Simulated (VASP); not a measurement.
Set up this calculation in VASP 6.6.1, as the native input.

```yaml
Task: single point
Functional: PBEsol
Potentials_or_basis: VASP PAW PBE potentials, release 64 (Al, Cu)
Cutoff: 520 eV
k_mesh: 12 × 12 × 12
Occupations: gaussian, width 0.1 eV
Spin: no spin polarisation
Dipole_correction: no
Further_INCAR_settings: ALGO = Normal; EDIFF = 1e-06; NBANDS = 26
```

The structure of AlCu3 lies in POSCAR:

```
AlCu3
1.0
    0.0000000000      2.9120215466      2.9120215466
    2.9120215466      0.0000000000      2.9120215466
    2.9120215466      2.9120215466      0.0000000000
Al Cu
1 3
Direct
    0.0000000000      0.0000000000      0.0000000000
    0.5000000000      0.5000000000      0.5000000000
    0.2500000000      0.2500000000      0.2500000000
    0.7500000000      0.7500000000      0.7500000000
```

The input as run:

INCAR

```
SYSTEM = AlCu3
PREC = Accurate
ENCUT = 520
EDIFF = 1E-6
ISMEAR = 0
SIGMA = 0.1
LREAL = .False.
LASPH = .True.
NELM = 80
ALGO = Normal
ISIF = 2
LWAVE = .False.
LCHARG = .True.
GGA = PS
LELF = .True.
LVHAR = .True.
NBANDS = 26
```

KPOINTS

```
Automatic mesh
0
Gamma
  12 12 12
  0 0 0
```

Potentials or basis: VASP PAW PBE potentials, release 64 (Al, Cu).

Command:

```sh
$ cat potpaw_PBE.64/Al/POTCAR potpaw_PBE.64/Cu/POTCAR > POTCAR
$ mpirun -np 1 vasp_std > vasp.out
```

Results of the run:

The pressure is -3.4 GPa and the band gap on the k mesh is zero (bands 18 and 19 overlap by 5.80 eV).

Caveat: the cell stands under tension; the PAW data sets were made with another functional, which shifts forces and pressure a little.

Run time: 2.4 min on 1 thread of Intel Xeon 8259CL, on a shared host, peak memory 0.22 GiB.
